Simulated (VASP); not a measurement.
# ZnS (Pm-3m) in VASP: further runs

The runs below take ZnS through single point, with PBE.

Everything below comes from runs of VASP 6.6.1. Logs are shortened: lines on timing, memory, paths and dates and some standing lists are left out, and cuts for length are marked.

### 1 The cell of the first run

It takes space group Pm-3m (No. 221, cubic). Conventional cell: a = 3.179 Å, b = 3.179 Å, c = 3.179 Å, α = 90.00°, β = 90.00°, γ = 90.00°. Within 3.6 Å of Zn (site symmetry m-3m) lie 8 S at 2.75 Å and 6 Zn at 3.18 Å. S (site symmetry m-3m) has 8 Zn at 2.75 Å and 6 S at 3.18 Å within 3.6 Å.

### 2 Single point, PBE

INCAR reads:

```
PREC = Accurate ; ENCUT = 520
EDIFF = 1E-6 ; ISMEAR = -1
SIGMA = 0.02 ; LREAL = F
LASPH = T ; NELM = 60
ALGO = Normal ; ISIF = 2
LWAVE = F ; LCHARG = F
GGA = PE ; NBANDS = 16
```

KPOINTS reads:

```
Automatic mesh
0
Gamma
  6 6 6
```

POSCAR reads:

```
ZnS
1.0
    3.1792338440      0.0000000000      0.0000000000
    0.0000000000      3.1792338440      0.0000000000
    0.0000000000      0.0000000000      3.1792338440
Zn S
1 1
Direct
    0.0000000000      0.0000000000      0.0000000000
    0.5000000000      0.5000000000      0.5000000000
```

Potentials or basis: VASP PAW PBE potentials, release 64 (Zn, S).

Run with:

```sh
> cat potpaw_PBE.64/Zn/POTCAR potpaw_PBE.64/S/POTCAR > POTCAR
> mpirun -np 1 vasp_std > vasp.out
```

OUTCAR:

```text
PREC = Accurate
   ENCUT = 520
   EDIFF = 1E-6
   ISMEAR = -1
   LREAL = F
   LASPH = T
   NELM = 60
   ISIF = 2
   GGA = PE

 ion  position               nearest neighbor table
   1  0.000  0.000  0.000-   2 2.75   2 2.75   2 2.75   2 2.75   2 2.75   2 2.75   2 2.75   2 2.75

   2  0.500  0.500  0.500-   1 2.75   1 2.75   1 2.75   1 2.75   1 2.75   1 2.75   1 2.75   1 2.75

  LATTYP: Found a simple cubic cell.
 ALAT       =     3.1792338440

  Lattice vectors:

 A1 = (   3.1792338440,   0.0000000000,   0.0000000000)
 A2 = (   0.0000000000,   3.1792338440,   0.0000000000)
 A3 = (   0.0000000000,   0.0000000000,   3.1792338440)

Analysis of symmetry for initial positions (statically):
=====================================================================
 Subroutine PRICEL returns:
 Original cell was already a primitive cell.

 Routine SETGRP: Setting up the symmetry group for a
 simple cubic supercell.

 Subroutine GETGRP returns: Found 48 space group operations
[... 9 lines left out ...]

 Routine SETGRP: Setting up the symmetry group for a
 simple cubic supercell.

 Subroutine GETGRP returns: Found 48 space group operations
[... 11 lines left out ...]
                                     Primitive cell

  volume of cell :      32.1342

  direct lattice vectors                    reciprocal lattice vectors
     3.179233844  0.000000000  0.000000000     0.314541191  0.000000000  0.000000000
     0.000000000  3.179233844  0.000000000     0.000000000  0.314541191  0.000000000
     0.000000000  0.000000000  3.179233844     0.000000000  0.000000000  0.314541191

  length of vectors
     3.179233844  3.179233844  3.179233844     0.314541191  0.314541191  0.314541191

  position of ions in fractional coordinates (direct lattice)
     0.000000000  0.000000000  0.000000000
     0.500000000  0.500000000  0.500000000

  ion indices of the primitive-cell ions
   primitive index   ion index
                 1           1
                 2           2

----------------------------------------------------------------------------------------

 KPOINTS: Automatic mesh

Automatic generation of k-mesh.
 Grid dimensions read from file:
 generate k-points for:    6    6    6

 Generating k-lattice:

  Cartesian coordinates                     Fractional coordinates (reciprocal lattice)
     0.052423532  0.000000000  0.000000000     0.166666667  0.000000000  0.000000000
     0.000000000  0.052423532  0.000000000     0.000000000  0.166666667  0.000000000
     0.000000000  0.000000000  0.052423532     0.000000000  0.000000000  0.166666667

  Length of vectors
     0.052423532  0.052423532  0.052423532

  Shift w.r.t. Gamma in fractional coordinates (k-lattice)
     0.000000000  0.000000000  0.000000000

 Subroutine IBZKPT returns following result:
 ===========================================

 Found     20 irreducible k-points:

 Following reciprocal coordinates:
            Coordinates               Weight
  0.000000  0.000000  0.000000      1.000000
  0.166667  0.000000  0.000000      6.000000
  0.333333  0.000000  0.000000      6.000000
  0.500000  0.000000  0.000000      3.000000
  0.166667  0.166667  0.000000     12.000000
  0.333333  0.166667  0.000000     24.000000
[... 12 lines left out ...]
  0.500000  0.500000  0.333333      6.000000
  0.500000  0.500000  0.500000      1.000000
   k-points           NKPTS =     20   k-points in BZ     NKDIM =     20   number of bands    NBANDS=     16
   number of dos      NEDOS =    301   number of ions     NIONS =      2
   total plane-waves  NPLWV =  13824
   dimension x,y,z NGX =    24 NGY =   24 NGZ =   24
   dimension x,y,z NGXF=    48 NGYF=   48 NGZF=   48
   ions per type =               1   1
   NGX,Y,Z   is equivalent  to a cutoff of  12.55, 12.55, 12.55 a.u.
   NGXF,Y,Z  is equivalent  to a cutoff of  25.10, 25.10, 25.10 a.u.
 SYSTEM =  unknown system
   PREC   = accura    normal or accurate (medium, high low for compatibility)
   ISTART =      0    job   : 0-new  1-cont  2-samecut
   ICHARG =      2    charge: 1-file 2-atom 10-const
   ISPIN  =      1    spin polarized calculation?
   LNONCOLLINEAR =      F non collinear calculations
   LSORBIT =      F    spin-orbit coupling
   LASPH  =      T    aspherical Exc in radial PAW
   ENCUT  =  520.0 eV  38.22 Ry    6.18 a.u.   5.91  5.91  5.91*2*pi/ulx,y,z
   NELM   =     60;   NELMIN=  2; NELMDL= -5     # of ELM steps
   EDIFF  = 0.1E-05   stopping-criterion for ELM
   LREAL  =      F    real-space projection
   EDIFFG = 0.1E-04   stopping-criterion for IOM
   NSW    =      0    number of steps for IOM
   IBRION =     -1    ionic relax: 0-MD 1-quasi-New 2-CG
   NFREE  =      0    steps in history (QN), initial steepest desc. (CG)
   ISIF   =      2    stress and relaxation
   ISYM   =      2    0-nonsym 1-usesym 2-fastsym
   POTIM  = 0.5000    time-step for ionic-motion
   TEBEG  =    0.0;   TEEND  =   0.0 temperature during run
   PSTRESS=    0.0 pullay stress
   NELECT =      18.0000    total number of electrons
   NUPDOWN=      -1.0000    fix difference up-down
   EMIN   =  10.00;   EMAX   =-10.00  energy-range for DOS
   EFERMI =   0.00;   METHOD = LEGACY
   ISMEAR =    -1;   SIGMA  =   0.02  broadening in eV -4-tet -1-fermi 0-gaus
   EFERMI_NEDOS =   21; number of points for ismear=-14 and -15
   IALGO  =     38    algorithm
   IMIX   =      4    mixing-type and parameters
     AMIX     =   0.40;   BMIX     =  1.00
     AMIX_MAG =   1.60;   BMIX_MAG =  1.00
  volume/ion in A,a.u.               =      16.07       108.43
  Fermi-wavevector in a.u.,A,eV,Ry     =   1.349511  2.550207 24.778668  1.821181
  Thomas-Fermi vector in A             =   2.477092
   LORBIT       =      0    0 simple, 1 ext, 2 COOP (PROOUT), +10 PAW based schemes
   GGA     = PE    functional components
   LHFCALC =     F    Hartree Fock is set to
   AEXX    =    0.0000 exact exchange contribution
   IVDW    =     0    specifies the selected vdW correction
   LEPSILON=     F    determine dielectric tensor
   LRPA    =     F    only Hartree local field effects (RPA)
 non-spin polarized calculation
  energy-cutoff  :      520.00
  volume of cell :       32.13
 maximum number of plane-waves:       912
 NGX is ok and might be reduce to    24
   NGX = 11   NGY = 11   NGZ = 11

 number of electron      18.0000036 magnetization

 Free energy of the ion-electron system (eV)
  ---------------------------------------------------
  ext. energy  EPLUGINS =         0.00000000
  ---------------------------------------------------
  free energy    TOTEN  =        -4.90670954 eV

  energy without entropy =       -4.90133630  energy(sigma->0) =       -4.90402292

 E-fermi :   4.9054     XC(G=0): -11.1075

 val. band max:        4.8766575553   @ k =   0.5000   0.0000   0.0000
 cond. band min:       4.9200376616   @ k =   0.5000   0.3333   0.1667
 fundamental gap:      0.0433801063
 Fermi energy:         4.9053813617

 k-point     1 :       0.0000    0.0000    0.0000
  band No.  band energies     occupation
      1      -9.7453      2.00000
      2      -2.2837      2.00000
      3      -2.2837      2.00000
      4      -1.8790      2.00000
      5      -1.8790      2.00000
      6      -1.8790      2.00000
[... 8 lines left out ...]
     15      17.0719      0.00000
     16      19.9484      0.00000

 k-point     2 :       0.1667    0.0000    0.0000
  band No.  band energies     occupation
      1      -9.4656      2.00000
      2      -2.2694      2.00000
      3      -2.2667      2.00000
      4      -1.9415      2.00000
      5      -1.9415      2.00000
      6      -1.8738      2.00000
[... 8 lines left out ...]
     15      16.2109      0.00000
     16      20.0813      0.00000

 k-point     3 :       0.3333    0.0000    0.0000
  band No.  band energies     occupation
      1      -8.7647      2.00000
      2      -2.5769      2.00000
      3      -2.2327      2.00000
      4      -2.0577      2.00000
      5      -2.0577      2.00000
      6      -1.8634      2.00000
[... 8 lines left out ...]
     15      18.2294      0.00000
     16      18.5455      0.00000

 k-point     4 :       0.5000    0.0000    0.0000
  band No.  band energies     occupation
      1      -8.2853      2.00000
      2      -3.2186      2.00000
      3      -2.2157      2.00000
      4      -2.1121      2.00000
      5      -2.1121      2.00000
      6      -1.8582      2.00000
[... 8 lines left out ...]
     15      16.9267      0.00000
     16      20.5481      0.00000

 k-point     5 :       0.1667    0.1667    0.0000
  band No.  band energies     occupation
      1      -9.1965      2.00000
      2      -2.2657      2.00000
      3      -2.2186      2.00000
      4      -2.0068      2.00000
      5      -1.9500      2.00000
      6      -1.9092      2.00000
[... 8 lines left out ...]
     15      16.9991      0.00000
     16      18.3625      0.00000

 k-point     6 :       0.3333    0.1667    0.0000
  band No.  band energies     occupation
      1      -8.5298      2.00000
      2      -2.4651      2.00000
      3      -2.1839      2.00000
      4      -2.0550      2.00000
      5      -2.0378      2.00000
      6      -1.9035      2.00000
[... 8 lines left out ...]
     15      18.2922      0.00000
     16      18.7151      0.00000
[... 191 lines left out ...]
 k-point    17 :       0.3333    0.3333    0.3333
  band No.  band energies     occupation
      1      -7.2083      2.00000
      2      -2.4082      2.00000
      3      -2.4082      2.00000
      4      -1.8882      2.00000
      5      -1.8882      2.00000
      6      -1.8861      2.00000
[... 8 lines left out ...]
     15      18.9089      0.00000
     16      18.9290      0.00000

 k-point    18 :       0.5000    0.3333    0.3333
  band No.  band energies     occupation
      1      -6.8723      2.00000
      2      -2.4950      2.00000
      3      -2.4696      2.00000
      4      -2.0204      2.00000
      5      -1.8809      2.00000
      6      -1.8053      2.00000
[... 8 lines left out ...]
     15      19.4662      0.00000
     16      21.4470      0.00000

 k-point    19 :       0.5000    0.5000    0.3333
  band No.  band energies     occupation
      1      -6.5405      2.00000
      2      -2.5399      2.00000
      3      -2.5399      2.00000
      4      -2.2877      2.00000
      5      -1.8404      2.00000
      6      -1.7357      2.00000
[... 8 lines left out ...]
     15      22.5799      0.00000
     16      22.5799      0.00000

 k-point    20 :       0.5000    0.5000    0.5000
  band No.  band energies     occupation
      1      -6.1621      2.00000
      2      -2.6469      2.00000
      3      -2.6469      2.00000
      4      -2.6469      2.00000
      5      -1.7338      2.00000
      6      -1.7338      2.00000
[... 8 lines left out ...]
     15      24.1819      0.00000
     16      24.4167      0.00000

------------------------ aborting loop because EDIFF is reached ----------------------------------------

  FORCE on cell =-STRESS in cart. coord.  units (eV):
  Direction    XX          YY          ZZ          XY          YZ          ZX
  --------------------------------------------------------------------------------------
  -------------------------------------------------------------------------------------
  Total        0.2205870      0.2205870      0.2205870      0.0000000     -0.0000000      0.0000000
  in kB       10.9982367     10.9982367     10.9982367      0.0000000     -0.0000000      0.0000000
  external PRESSURE =      10.9982367 kB  Pullay stress =       0.0000000 kB

 VOLUME and BASIS-vectors are now :
 -----------------------------------------------------------------------------
  energy-cutoff  :      520.00
  volume of cell :       32.13
      direct lattice vectors                 reciprocal lattice vectors
     3.179233844  0.000000000  0.000000000     0.314541191  0.000000000  0.000000000
     0.000000000  3.179233844  0.000000000     0.000000000  0.314541191  0.000000000
     0.000000000  0.000000000  3.179233844     0.000000000  0.000000000  0.314541191

 POSITION                                       TOTAL-FORCE (eV/Angst)
 -----------------------------------------------------------------------------------
      0.00000      0.00000      0.00000         0.000000      0.000000      0.000000
      1.58962      1.58962      1.58962         0.000000      0.000000      0.000000
 -----------------------------------------------------------------------------------
    total drift:                                0.000000      0.000000     -0.000000

  FREE ENERGIE OF THE ION-ELECTRON SYSTEM (eV)
  ---------------------------------------------------
  free  energy   TOTEN  =        -4.9067095423 eV

  energy  without entropy=       -4.9013362975  energy(sigma->0) =       -4.90402292
```

Wall time 3.8 s (1 thread of Intel Xeon 6975P-C (Granite Rapids), shared host); peak memory 0.13 GiB.

What came out:

```yaml
Free_energy: -4.9067 eV
Pressure: 1.1 GPa
Band_gap_on_the_k_mesh: zero (band 9 reaches 4.95 eV, above the bottom of band 10 at 4.16 eV)
```

### 3 Single point, PBE

INCAR reads:

```
  PREC = Accurate
  ENCUT = 520
  EDIFF = 1E-7
  ISMEAR = -5
  SIGMA = 0.1
  LREAL = False
  LASPH = True
  NELM = 100
  ALGO = Normal
  ISIF = 2
  LWAVE = False
  LCHARG = False
  GGA = PE
  NBANDS = 16
```

KPOINTS reads:

```
regular mesh
0
Gamma
  6 6 6
```

POSCAR is that of step 2.

Potentials or basis: VASP PAW PBE potentials, release 64 (Zn, S).

Run with:

```sh
> cat potpaw_PBE.64/Zn/POTCAR potpaw_PBE.64/S/POTCAR > POTCAR
> mpirun -np 1 vasp_std > vasp.out
```

OUTCAR:

```text
PREC = Accurate
   ENCUT = 520
   EDIFF = 1E-7
   ISMEAR = -5
   LREAL = False
   LASPH = True
   NELM = 100
   ISIF = 2
   GGA = PE

 ion  position               nearest neighbor table
   1  0.000  0.000  0.000-   2 2.75   2 2.75   2 2.75   2 2.75   2 2.75   2 2.75   2 2.75   2 2.75

   2  0.500  0.500  0.500-   1 2.75   1 2.75   1 2.75   1 2.75   1 2.75   1 2.75   1 2.75   1 2.75

  LATTYP: Found a simple cubic cell.
 ALAT       =     3.1792338440

  Lattice vectors:

 A1 = (   3.1792338440,   0.0000000000,   0.0000000000)
 A2 = (   0.0000000000,   3.1792338440,   0.0000000000)
 A3 = (   0.0000000000,   0.0000000000,   3.1792338440)

Analysis of symmetry for initial positions (statically):
=====================================================================
 Subroutine PRICEL returns:
 Original cell was already a primitive cell.

 Routine SETGRP: Setting up the symmetry group for a
 simple cubic supercell.

 Subroutine GETGRP returns: Found 48 space group operations
[... 9 lines left out ...]

 Routine SETGRP: Setting up the symmetry group for a
 simple cubic supercell.

 Subroutine GETGRP returns: Found 48 space group operations
[... 11 lines left out ...]
                                     Primitive cell

  volume of cell :      32.1342

  direct lattice vectors                    reciprocal lattice vectors
     3.179233844  0.000000000  0.000000000     0.314541191  0.000000000  0.000000000
     0.000000000  3.179233844  0.000000000     0.000000000  0.314541191  0.000000000
     0.000000000  0.000000000  3.179233844     0.000000000  0.000000000  0.314541191

  length of vectors
     3.179233844  3.179233844  3.179233844     0.314541191  0.314541191  0.314541191

  position of ions in fractional coordinates (direct lattice)
     0.000000000  0.000000000  0.000000000
     0.500000000  0.500000000  0.500000000

  ion indices of the primitive-cell ions
   primitive index   ion index
                 1           1
                 2           2

[... 87 lines left out ...]
     AMIX     =   0.40;   BMIX     =  1.00
     AMIX_MAG =   1.60;   BMIX_MAG =  1.00
  volume/ion in A,a.u.               =      16.07       108.43
  Fermi-wavevector in a.u.,A,eV,Ry     =   1.349511  2.550207 24.778668  1.821181
  Thomas-Fermi vector in A             =   2.477092
   LORBIT       =      0    0 simple, 1 ext, 2 COOP (PROOUT), +10 PAW based schemes
   GGA     = PE    functional components
   LHFCALC =     F    Hartree Fock is set to
   AEXX    =    0.0000 exact exchange contribution
   IVDW    =     0    specifies the selected vdW correction
   LEPSILON=     F    determine dielectric tensor
   LRPA    =     F    only Hartree local field effects (RPA)
 non-spin polarized calculation
 Fermi weights with tetrahedron method with Bloechl corrections
  energy-cutoff  :      520.00
  volume of cell :       32.13
 maximum number of plane-waves:       912
 NGX is ok and might be reduce to    24
   NGX = 11   NGY = 11   NGZ = 11

 number of electron      18.0000036 magnetization

 Free energy of the ion-electron system (eV)
  ---------------------------------------------------
  ext. energy  EPLUGINS =         0.00000000
  ---------------------------------------------------
  free energy    TOTEN  =        -4.92726105 eV

  energy without entropy =       -4.92726105  energy(sigma->0) =       -4.92726105

 E-fermi :   4.8359     XC(G=0): -11.0985

 val. band max:        5.0620380976   @ k =   0.5000   0.1667   0.0000
 cond. band min:       4.3074726599   @ k =   0.0000   0.0000   0.0000
 fundamental gap:     -0.7545654377
 Fermi energy:         4.8358850546

 k-point     1 :       0.0000    0.0000    0.0000
  band No.  band energies     occupation
      1      -9.6545      2.00000
      2      -2.3891      2.00000
      3      -2.3891      2.00000
      4      -1.9863      2.00000
      5      -1.9863      2.00000
      6      -1.9863      2.00000
[... 357 lines left out ...]
      3      -2.7233      2.00000
      4      -2.7233      2.00000
      5      -1.8441      2.00000
      6      -1.8441      2.00000
[... 8 lines left out ...]
     15      24.2972      0.00000
     16      24.4857      0.00000

------------------------ aborting loop because EDIFF is reached ----------------------------------------

  FORCE on cell =-STRESS in cart. coord.  units (eV):
  Direction    XX          YY          ZZ          XY          YZ          ZX
  --------------------------------------------------------------------------------------
  -------------------------------------------------------------------------------------
  Total        0.2936248      0.2936248      0.2936248      0.0000000     -0.0000000      0.0000000
  in kB       14.6398230     14.6398230     14.6398230      0.0000000     -0.0000000      0.0000000
  external PRESSURE =      14.6398230 kB  Pullay stress =       0.0000000 kB

 VOLUME and BASIS-vectors are now :
 -----------------------------------------------------------------------------
  energy-cutoff  :      520.00
  volume of cell :       32.13
      direct lattice vectors                 reciprocal lattice vectors
     3.179233844  0.000000000  0.000000000     0.314541191  0.000000000  0.000000000
     0.000000000  3.179233844  0.000000000     0.000000000  0.314541191  0.000000000
     0.000000000  0.000000000  3.179233844     0.000000000  0.000000000  0.314541191

 POSITION                                       TOTAL-FORCE (eV/Angst)
 -----------------------------------------------------------------------------------
      0.00000      0.00000      0.00000         0.000000      0.000000      0.000000
      1.58962      1.58962      1.58962         0.000000      0.000000      0.000000
 -----------------------------------------------------------------------------------
    total drift:                                0.000000      0.000000     -0.000000

  FREE ENERGIE OF THE ION-ELECTRON SYSTEM (eV)
  ---------------------------------------------------
  free  energy   TOTEN  =        -4.9272610521 eV

  energy  without entropy=       -4.9272610521  energy(sigma->0) =       -4.92726105
```

Run time: 3.9 s. Hardware: 1 thread of Intel Xeon 6975P-C (Granite Rapids), shared host; peak memory 0.13 GiB.

What came out:

* Free energy: -4.9273 eV
* Pressure: 1.5 GPa
* Band gap on the k mesh: zero (band 9 reaches 5.06 eV, above the bottom of band 10 at 4.27 eV)

Levels at points of the mesh, in eV from the Fermi level:
```tsv
k point	band 7	band 8	band 9	band 10	band 11	band 12
(0.00, 0.00, 0.00)	-1.25	-1.25	-1.25	-0.53	6.13	6.13
(0.50, 0.00, 0.00)	-6.22	0.15	0.15	3.87	4.87	7.17
(0.50, 0.50, 0.00)	-5.28	-5.28	-1.80	0.48	8.44	8.44
(0.50, 0.50, 0.50)	-2.61	-2.61	-2.61	1.23	1.23	1.23
```

Caveat: tetrahedron occupations give inexact forces and stress in metals.
